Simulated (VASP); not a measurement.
# Ca (P6_3/mmc) in VASP: further runs

The runs below take Ca through single point, with PBE.

Program: VASP 6.6.1. These are calculated values, not measurements. Logs are shortened: lines on timing, memory, paths and dates and some standing lists are left out, and cuts for length are marked.

### Step 1. The cell of the first run

It takes space group P6_3/mmc (No. 194, hexagonal). Conventional cell: a = 3.261 Å, b = 3.261 Å, c = 10.740 Å, α = 90.00°, β = 90.00°, γ = 120.00°. Within 4.3 Å of Ca (site symmetry -3m) lie 12 Ca at 3.26 to 3.28 Å. Within 4.3 Å of Ca (site symmetry -6m2) lie 12 Ca at 3.26 to 3.28 Å.

### Step 2. Single point, PBE

File INCAR:

```
ALGO     = Normal         # electronic algorithm
EDIFF    = 1E-6           # SCF threshold, eV
ENCUT    = 520            # plane-wave cutoff, eV
GGA      = PE             # functional
ISIF     = 2              # what is computed and relaxed
ISMEAR   = -1             # smearing method
LASPH    = True           # aspherical terms in the spheres
LCHARG   = False          # write CHGCAR
LREAL    = False          # projectors in reciprocal space
LWAVE    = False          # write WAVECAR
NBANDS   = 28             # bands
NELM     = 100            # most SCF steps
PREC     = Accurate       # precision mode
SIGMA    = 0.05           # smearing width, eV
```

File KPOINTS:

```
k-points
0
Gamma
  8 8 5
```

File POSCAR:

```
Ca
1.0
    3.2605325515      0.0000000000      0.0000000000
   -1.6302662758      2.8237040195      0.0000000000
    0.0000000000      0.0000000000     10.7396643494
Ca
4
Direct
    0.0000000000      0.0000000000      0.0000000000
    0.0000000000      0.0000000000      0.5000000000
    0.3333333333      0.6666666667      0.2500000000
    0.6666666667      0.3333333333      0.7500000000
```

Potentials or basis: VASP PAW PBE potentials, release 64 (Ca_sv).

The run is started by

```console
$ cat potpaw_PBE.64/Ca_sv/POTCAR > POTCAR
$ mpirun -np 1 vasp_std > vasp.out
```

OUTCAR:

```text
EDIFF = 1E-6
   ENCUT = 520
   GGA = PE
   ISIF = 2
   ISMEAR = -1
   LASPH = True
   LREAL = False
   NELM = 100
   PREC = Accurate

 ion  position               nearest neighbor table
   1  0.000  0.000  0.000-
   2  0.000  0.000  0.500-
   3  0.333  0.667  0.250-
   4  0.667  0.333  0.750-

  LATTYP: Found a hexagonal cell.
 ALAT       =     3.2605325515
 C/A-ratio  =     3.2938374881

  Lattice vectors:

 A1 = (   3.2605325515,   0.0000000000,   0.0000000000)
 A2 = (  -1.6302662758,   2.8237040195,   0.0000000000)
 A3 = (   0.0000000000,   0.0000000000,  10.7396643494)

Analysis of symmetry for initial positions (statically):
=====================================================================
 Subroutine PRICEL returns:
 Original cell was already a primitive cell.

 Routine SETGRP: Setting up the symmetry group for a
 hexagonal supercell.

 Subroutine GETGRP returns: Found 24 space group operations
 (whereof 12 operations were pure point group operations)
 out of a pool of 24 trial point group operations.

The static configuration has the point symmetry D_3d.
 The point group associated with its full space group is D_6h.

Analysis of symmetry for dynamics (positions and initial velocities):
=====================================================================
 Subroutine PRICEL returns:
 Original cell was already a primitive cell.

 Routine SETGRP: Setting up the symmetry group for a
 hexagonal supercell.

 Subroutine GETGRP returns: Found 24 space group operations
 (whereof 12 operations were pure point group operations)
 out of a pool of 24 trial point group operations.

The dynamic configuration has the point symmetry D_3d.
 The point group associated with its full space group is D_6h.

 Subroutine INISYM returns: Found 24 space group operations
 (whereof 12 operations are pure point group operations),
 and found     1 'primitive' translations

----------------------------------------------------------------------------------------

                                     Primitive cell

  volume of cell :      98.8777

  direct lattice vectors                    reciprocal lattice vectors
     3.260532551  0.000000000  0.000000000     0.306698364  0.177072383  0.000000000
    -1.630266276  2.823704020  0.000000000     0.000000000  0.354144766  0.000000000
     0.000000000  0.000000000 10.739664349     0.000000000  0.000000000  0.093112780

  length of vectors
     3.260532551  3.260532552 10.739664349     0.354144766  0.354144766  0.093112780

  position of ions in fractional coordinates (direct lattice)
     0.000000000  0.000000000  0.000000000
     0.000000000  0.000000000  0.500000000
     0.333333333  0.666666667  0.250000000
     0.666666667  0.333333333  0.750000000

  ion indices of the primitive-cell ions
   primitive index   ion index
                 1           1
                 2           2
                 3           3
                 4           4

----------------------------------------------------------------------------------------

 KPOINTS: k-points

Automatic generation of k-mesh.
 Grid dimensions read from file:
 generate k-points for:    8    8    5

 Generating k-lattice:

  Cartesian coordinates                     Fractional coordinates (reciprocal lattice)
     0.038337296  0.022134048  0.000000000     0.125000000  0.000000000  0.000000000
     0.000000000  0.044268096  0.000000000     0.000000000  0.125000000  0.000000000
     0.000000000  0.000000000  0.018622556     0.000000000  0.000000000  0.200000000

  Length of vectors
     0.044268096  0.044268096  0.018622556

  Shift w.r.t. Gamma in fractional coordinates (k-lattice)
     0.000000000  0.000000000  0.000000000

 Subroutine IBZKPT returns following result:
 ===========================================

 Found     30 irreducible k-points:

 Following reciprocal coordinates:
            Coordinates               Weight
  0.000000  0.000000  0.000000      1.000000
  0.125000  0.000000  0.000000      6.000000
  0.250000  0.000000  0.000000      6.000000
  0.375000 -0.000000  0.000000      6.000000
  0.500000  0.000000  0.000000      3.000000
  0.125000  0.125000  0.000000      6.000000
[... 16 lines left out ...]
  0.250000  0.000000  0.400000     12.000000
  0.375000 -0.000000  0.400000     12.000000
 [... further k-points ...]
   k-points           NKPTS =     30   k-points in BZ     NKDIM =     30   number of bands    NBANDS=     28
   number of dos      NEDOS =    301   number of ions     NIONS =      4
   total plane-waves  NPLWV =  46080
   dimension x,y,z NGX =    24 NGY =   24 NGZ =   80
   dimension x,y,z NGXF=    48 NGYF=   48 NGZF=  160
   ions per type =               4
   NGX,Y,Z   is equivalent  to a cutoff of  12.24, 12.24, 12.38 a.u.
   NGXF,Y,Z  is equivalent  to a cutoff of  24.47, 24.47, 24.77 a.u.
 SYSTEM =  unknown system
   PREC   = accura    normal or accurate (medium, high low for compatibility)
   ISTART =      0    job   : 0-new  1-cont  2-samecut
   ICHARG =      2    charge: 1-file 2-atom 10-const
   ISPIN  =      1    spin polarized calculation?
   LNONCOLLINEAR =      F non collinear calculations
   LSORBIT =      F    spin-orbit coupling
   LASPH  =      T    aspherical Exc in radial PAW
   ENCUT  =  520.0 eV  38.22 Ry    6.18 a.u.   6.06  6.06 19.97*2*pi/ulx,y,z
   NELM   =    100;   NELMIN=  2; NELMDL= -5     # of ELM steps
   EDIFF  = 0.1E-05   stopping-criterion for ELM
   LREAL  =      F    real-space projection
   EDIFFG = 0.1E-04   stopping-criterion for IOM
   NSW    =      0    number of steps for IOM
   IBRION =     -1    ionic relax: 0-MD 1-quasi-New 2-CG
   NFREE  =      0    steps in history (QN), initial steepest desc. (CG)
   ISIF   =      2    stress and relaxation
   ISYM   =      2    0-nonsym 1-usesym 2-fastsym
   POTIM  = 0.5000    time-step for ionic-motion
   TEBEG  =    0.0;   TEEND  =   0.0 temperature during run
   PSTRESS=    0.0 pullay stress
   NELECT =      40.0000    total number of electrons
   NUPDOWN=      -1.0000    fix difference up-down
   EMIN   =  10.00;   EMAX   =-10.00  energy-range for DOS
   EFERMI =   0.00;   METHOD = LEGACY
   ISMEAR =    -1;   SIGMA  =   0.05  broadening in eV -4-tet -1-fermi 0-gaus
   EFERMI_NEDOS =   21; number of points for ismear=-14 and -15
   IALGO  =     38    algorithm
   IMIX   =      4    mixing-type and parameters
     AMIX     =   0.40;   BMIX     =  1.00
     AMIX_MAG =   1.60;   BMIX_MAG =  1.00
  volume/ion in A,a.u.               =      24.72       166.81
  Fermi-wavevector in a.u.,A,eV,Ry     =   1.210771  2.288025 19.945685  1.465966
  Thomas-Fermi vector in A             =   2.346307
   LORBIT       =      0    0 simple, 1 ext, 2 COOP (PROOUT), +10 PAW based schemes
   GGA     = PE    functional components
[... 5 lines left out ...]
 non-spin polarized calculation
  energy-cutoff  :      520.00
  volume of cell :       98.88
 maximum number of plane-waves:      2695
   NGX = 13   NGY = 13   NGZ = 39

 number of electron      39.9999997 magnetization

 Free energy of the ion-electron system (eV)
  ---------------------------------------------------
  ext. energy  EPLUGINS =         0.00000000
  ---------------------------------------------------
  free energy    TOTEN  =        -4.50888186 eV

  energy without entropy =       -4.48710590  energy(sigma->0) =       -4.49799388

 E-fermi :   4.5672     XC(G=0):  -9.5986

 val. band max:        4.5231548302   @ k =   0.2500   0.1250   0.0000
 cond. band min:       4.6305562105   @ k =   0.3750   0.1250   0.0000
 fundamental gap:      0.1074013803
 Fermi energy:         4.5671574315

 k-point     1 :       0.0000    0.0000    0.0000
  band No.  band energies     occupation
      1     -36.3994      2.00000
      2     -36.3363      2.00000
      3     -36.3287      2.00000
      4     -36.2644      2.00000
      5     -17.8508      2.00000
      6     -17.4585      2.00000
[... 20 lines left out ...]
     27       7.4650      0.00000
     28       7.4726      0.00000

 k-point     2 :       0.1250    0.0000    0.0000
  band No.  band energies     occupation
      1     -36.3812      2.00000
      2     -36.3225      2.00000
      3     -36.3148      2.00000
      4     -36.2552      2.00000
      5     -17.8084      2.00000
      6     -17.4711      2.00000
[... 20 lines left out ...]
     27       7.6581      0.00000
     28       7.7026      0.00000

 k-point     3 :       0.2500    0.0000    0.0000
  band No.  band energies     occupation
      1     -36.3351      2.00000
      2     -36.2889      2.00000
      3     -36.2813      2.00000
      4     -36.2345      2.00000
      5     -17.7002      2.00000
      6     -17.5776      2.00000
[... 20 lines left out ...]
     27       7.4404      0.00000
     28       7.6269      0.00000

 k-point     4 :       0.3750   -0.0000    0.0000
  band No.  band energies     occupation
      1     -36.2841      2.00000
      2     -36.2550      2.00000
      3     -36.2474      2.00000
      4     -36.2181      2.00000
      5     -17.7696      2.00000
      6     -17.7594      2.00000
[... 20 lines left out ...]
     27       6.9809      0.00000
     28       7.3189      0.00000

 k-point     5 :       0.5000    0.0000    0.0000
  band No.  band energies     occupation
      1     -36.2590      2.00000
      2     -36.2408      2.00000
      3     -36.2333      2.00000
      4     -36.2150      2.00000
      5     -17.8573      2.00000
      6     -17.8369      2.00000
[... 20 lines left out ...]
     27       7.0901      0.00000
     28       7.3686      0.00000

 k-point     6 :       0.1250    0.1250    0.0000
  band No.  band energies     occupation
      1     -36.3490      2.00000
      2     -36.2987      2.00000
      3     -36.2911      2.00000
      4     -36.2402      2.00000
      5     -17.7311      2.00000
      6     -17.5267      2.00000
[... 463 lines left out ...]
      5     -17.7773      2.00000
      6     -17.6911      2.00000
[... 20 lines left out ...]
     27       7.4982      0.00000
     28       7.6099      0.00000

 k-point    22 :       0.1250    0.0000    0.4000
  band No.  band energies     occupation
      1     -36.3693      2.00000
      2     -36.3556      2.00000
      3     -36.2813      2.00000
      4     -36.2674      2.00000
      5     -17.7447      2.00000
      6     -17.6702      2.00000
[... 20 lines left out ...]
     27       7.5339      0.00000
     28       7.6087      0.00000

 k-point    23 :       0.2500    0.0000    0.4000
  band No.  band energies     occupation
      1     -36.3257      2.00000
      2     -36.3147      2.00000
      3     -36.2552      2.00000
      4     -36.2441      2.00000
      5     -17.6777      2.00000
      6     -17.6495      2.00000
[... 20 lines left out ...]
     27       7.3200      0.00000
     28       7.4048      0.00000

 k-point    24 :       0.3750   -0.0000    0.4000
  band No.  band energies     occupation
      1     -36.2779      2.00000
      2     -36.2708      2.00000
      3     -36.2315      2.00000
      4     -36.2244      2.00000
      5     -17.7549      2.00000
      6     -17.7323      2.00000
[... 20 lines left out ...]
     27       6.9697      0.00000
     28       7.1083      0.00000

 [... further k-points ...]

------------------------ aborting loop because EDIFF is reached ----------------------------------------

  FORCE on cell =-STRESS in cart. coord.  units (eV):
  Direction    XX          YY          ZZ          XY          YZ          ZX
  --------------------------------------------------------------------------------------
  -------------------------------------------------------------------------------------
  Total       12.9827978     12.9827978     12.9842480     -0.0000000      0.0000000     -0.0000000
  in kB      210.3683768    210.3683768    210.3918753     -0.0000000      0.0000000     -0.0000000
  external PRESSURE =     210.3762096 kB  Pullay stress =       0.0000000 kB

 VOLUME and BASIS-vectors are now :
 -----------------------------------------------------------------------------
  energy-cutoff  :      520.00
  volume of cell :       98.88
      direct lattice vectors                 reciprocal lattice vectors
     3.260532551  0.000000000  0.000000000     0.306698364  0.177072383  0.000000000
    -1.630266276  2.823704020  0.000000000     0.000000000  0.354144766  0.000000000
     0.000000000  0.000000000 10.739664349     0.000000000  0.000000000  0.093112780

 POSITION                                       TOTAL-FORCE (eV/Angst)
 -----------------------------------------------------------------------------------
      0.00000      0.00000      0.00000         0.000000      0.000000      0.000000
      0.00000      0.00000      5.36983         0.000000      0.000000      0.000000
     -0.00000      1.88247      2.68492         0.000000     -0.000000     -0.000000
      1.63027      0.94123      8.05475        -0.000000      0.000000      0.000000
 -----------------------------------------------------------------------------------
    total drift:                               -0.000000      0.000000     -0.000000

  FREE ENERGIE OF THE ION-ELECTRON SYSTEM (eV)
  ---------------------------------------------------
  free  energy   TOTEN  =        -4.5088818617 eV

  energy  without entropy=       -4.4871059039  energy(sigma->0) =       -4.49799388
```

Run time: 46 s. Hardware: 1 thread of Intel Xeon Platinum 8488C (Sapphire Rapids), shared host; peak memory 0.22 GiB.

What came out:

```yaml
Free_energy: -4.5089 eV
Pressure: 21.0 GPa
Band_gap_on_the_k_mesh: zero (band 20 reaches 4.52 eV, above the bottom of band 21 at 4.51 eV)
```

(Part 1 of 2 ends here.)
